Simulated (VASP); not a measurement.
# MgS (F-43m) in VASP: a series of runs, part 2 of 2

VASP 6.6.1.

### Step 4. Single point, PBEsol+D3(BJ)

INCAR

```
SYSTEM = MgS
ALGO = Normal
EDIFF = 1E-6
ENCUT = 520
GGA = PS
ISIF = 2
ISMEAR = 0
IVDW = 12
LASPH = .TRUE.
LCHARG = .FALSE.
LREAL = .FALSE.
LWAVE = .FALSE.
NBANDS = 11
NELM = 60
PREC = Accurate
SIGMA = 0.01
```

KPOINTS

```
k-points
0
G
  10 10 10
  0 0 0
```

POSCAR

```
MgS
1.0
    0.0000000000      2.8331200500      2.8331200500
    2.8331200500      0.0000000000      2.8331200500
    2.8331200500      2.8331200500      0.0000000000
Mg S
1 1
Direct
    0.0000000000      0.0000000000      0.0000000000
    0.7500000000      0.7500000000      0.7500000000
```

Potentials or basis: VASP PAW PBE potentials, release 64 (Mg, S).

The run is started by

```
> cat potpaw_PBE.64/Mg/POTCAR potpaw_PBE.64/S/POTCAR > POTCAR
> mpirun -np 1 vasp_std > vasp.out
```

OUTCAR:

```text
SYSTEM = MgS
   EDIFF = 1E-6
   ENCUT = 520
   GGA = PS
   ISIF = 2
   ISMEAR = 0
   IVDW = 12
   LASPH = .TRUE.
   LREAL = .FALSE.
   NELM = 60
   PREC = Accurate
 IVDW          = 12

 ion  position               nearest neighbor table
   1  0.000  0.000  0.000-   2 2.45   2 2.45   2 2.45   2 2.45
   2  0.750  0.750  0.750-   1 2.45   1 2.45   1 2.45   1 2.45

  LATTYP: Found a face centered cubic cell.
 ALAT       =     5.6662401000

  Lattice vectors:

 A1 = (   0.0000000000,   2.8331200500,   2.8331200500)
 A2 = (   2.8331200500,   0.0000000000,   2.8331200500)
 A3 = (   2.8331200500,   2.8331200500,   0.0000000000)

Analysis of symmetry for initial positions (statically):
=====================================================================
 Subroutine PRICEL returns:
 Original cell was already a primitive cell.

 Routine SETGRP: Setting up the symmetry group for a
 face centered cubic supercell.

 Subroutine GETGRP returns: Found 24 space group operations
 (whereof 24 operations were pure point group operations)
 out of a pool of 48 trial point group operations.

The static configuration has the point symmetry T_d .

Analysis of symmetry for dynamics (positions and initial velocities):
=====================================================================
 Subroutine PRICEL returns:
 Original cell was already a primitive cell.

 Routine SETGRP: Setting up the symmetry group for a
 face centered cubic supercell.

 Subroutine GETGRP returns: Found 24 space group operations
 (whereof 24 operations were pure point group operations)
 out of a pool of 48 trial point group operations.

The dynamic configuration has the point symmetry T_d .

 Subroutine INISYM returns: Found 24 space group operations
 (whereof 24 operations are pure point group operations),
 and found     1 'primitive' translations

----------------------------------------------------------------------------------------

[... 119 lines left out ...]
   AEXX    =    0.0000 exact exchange contribution
   IVDW    =    12    specifies the selected vdW correction
   LEPSILON=     F    determine dielectric tensor
   LRPA    =     F    only Hartree local field effects (RPA)
 non-spin polarized calculation
 Gauss-broadening in eV      SIGMA  =   0.01
  energy-cutoff  :      520.00
  volume of cell :       45.48
 maximum number of plane-waves:      1243
 NGX is ok and might be reduce to    30
   NGX = 15   NGY = 15   NGZ = 15

 number of electron       8.0000001 magnetization

 Free energy of the ion-electron system (eV)
  ---------------------------------------------------
  ext. energy  EPLUGINS =         0.00000000
  ---------------------------------------------------
  free energy    TOTEN  =        -8.91701751 eV

  energy without entropy =       -8.91701751  energy(sigma->0) =       -8.91701751

 E-fermi :   1.0462     XC(G=0):  -8.5678

 val. band max:        0.9867186926   @ k =   0.0000   0.0000   0.0000
 cond. band min:       4.2716164535   @ k =   0.0000   0.0000   0.0000
 fundamental gap:      3.2848977609
 Fermi energy:         1.0461610028

 k-point     1 :       0.0000    0.0000    0.0000
  band No.  band energies     occupation
      1     -10.2748      2.00000
      2       0.9867      2.00000
      3       0.9867      2.00000
      4       0.9867      2.00000
      5       4.2716      0.00000
      6       8.8535      0.00000
      7       8.8535      0.00000
      8       8.8535      0.00000
      9      11.7655      0.00000
     10      11.7655      0.00000
     11      14.5153      0.00000
[... 309 lines left out ...]
 k-point    24 :       0.4000    0.3000    0.0000
  band No.  band energies     occupation
      1      -9.5632      2.00000
      2      -1.4743      2.00000
      3       0.0044      2.00000
      4       0.1566      2.00000
      5       5.5411      0.00000
      6       7.1012      0.00000
      7       9.9066      0.00000
      8      11.1528      0.00000
      9      11.9580      0.00000
     10      14.0936      0.00000
     11      15.8592      0.00000

 [... further k-points ...]

------------------------ aborting loop because EDIFF is reached ----------------------------------------

 Edisp (eV)   -0.46983

 E8    (eV) :    -0.2936

  FORCE on cell =-STRESS in cart. coord.  units (eV):
  Direction    XX          YY          ZZ          XY          YZ          ZX
  --------------------------------------------------------------------------------------
  -------------------------------------------------------------------------------------
  Total      -0.61763    -0.61763    -0.61763    -0.00000    -0.00000     0.00000
  in kB     -21.75786   -21.75786   -21.75786    -0.00000    -0.00000     0.00000
  external pressure =      -21.76 kB  Pullay stress =        0.00 kB

 VOLUME and BASIS-vectors are now :
 -----------------------------------------------------------------------------
  energy-cutoff  :      520.00
  volume of cell :       45.48
      direct lattice vectors                 reciprocal lattice vectors
     0.000000000  2.833120050  2.833120050    -0.176483873  0.176483873  0.176483873
     2.833120050  0.000000000  2.833120050     0.176483873 -0.176483873  0.176483873
     2.833120050  2.833120050  0.000000000     0.176483873  0.176483873 -0.176483873

 POSITION                                       TOTAL-FORCE (eV/Angst)
 -----------------------------------------------------------------------------------
      0.00000      0.00000      0.00000        -0.000000     -0.000000     -0.000000
      4.24968      4.24968      4.24968         0.000000      0.000000      0.000000
 -----------------------------------------------------------------------------------
    total drift:                               -0.000000     -0.000000     -0.000000

  FREE ENERGIE OF THE ION-ELECTRON SYSTEM (eV)
  ---------------------------------------------------
  free  energy   TOTEN  =        -9.3868504217 eV

  energy  without entropy=       -9.3868504217  energy(sigma->0) =       -9.38685042
```

stdout:

```text
POSCAR found type information on POSCAR MgS
 POSCAR found :  2 types and       2 ions
 scaLAPACK will be used
 -----------------------------------------------------------------------------
|                                                                             |
|                                                                             |
|     You enforced a specific xc type in the INCAR file but a different       |
|     I HOPE YOU KNOW WHAT YOU ARE DOING!                                     |
|                                                                             |
 -----------------------------------------------------------------------------

 LDA part: xc-table for (Slater+PW92), standard interpolation
 POSCAR, INCAR and KPOINTS ok, starting setup
 FFT: planning ... GRIDC
 FFT: planning ... GRID_SOFT
 FFT: planning ... GRID
 WAVECAR not read
 entering main loop
```

Run time: 11 s. Hardware: 1 thread of AMD EPYC 9R45 (Zen 5), shared host; peak memory 0.16 GiB.

What came out:

```yaml
Free_energy: -9.3869 eV
Pressure: -2.2 GPa
Band_gap_on_the_k_mesh: 3.28 eV, direct
Dispersion_energy_per_atom: -0.235 eV
```

Levels at points of the mesh, in eV from the valence-band top:
```tsv
k point	band 2	band 3	band 4	band 5	band 6	band 7
(0.00, 0.00, 0.00)	0.00	0.00	0.00	3.28	7.87	7.87
(0.50, 0.00, 0.00)	-3.18	-0.33	-0.33	4.99	7.54	7.54
(0.50, 0.50, 0.00)	-2.85	-1.05	-1.05	3.71	5.54	11.01
```

Caveat: three body term missing; the PAW data sets were made with another functional, which shifts forces and pressure a little. A k mesh can miss the band edges.

### Step 5. Overview

| k mesh | gap on the mesh (eV) | pressure (GPa) |
| --- | --- | --- |
| 6 × 6 × 6 | 3.28 | -2.2 |
| 8 × 8 × 8 | 3.28 | -2.2 |
| 10 × 10 × 10 | 3.28 | -2.2 |

Alike in all rows: task single point; level PBEsol+D3(BJ); potentials or basis VASP PAW PBE potentials, release 64 (Mg, S); no spin polarisation; cell as given; cutoff (eV) 520; smearing gaussian 0.01 eV.

On the cell as given the gap runs from 3.28 eV (PBEsol+D3(BJ)) to 3.28 eV (PBEsol+D3(BJ)); the meshes differ, which moves gaps too.

Caveats: three body term missing; the PAW data sets were made with another functional, which shifts forces and pressure a little.

Absolute energies hang on the potentials; compare differences alone.
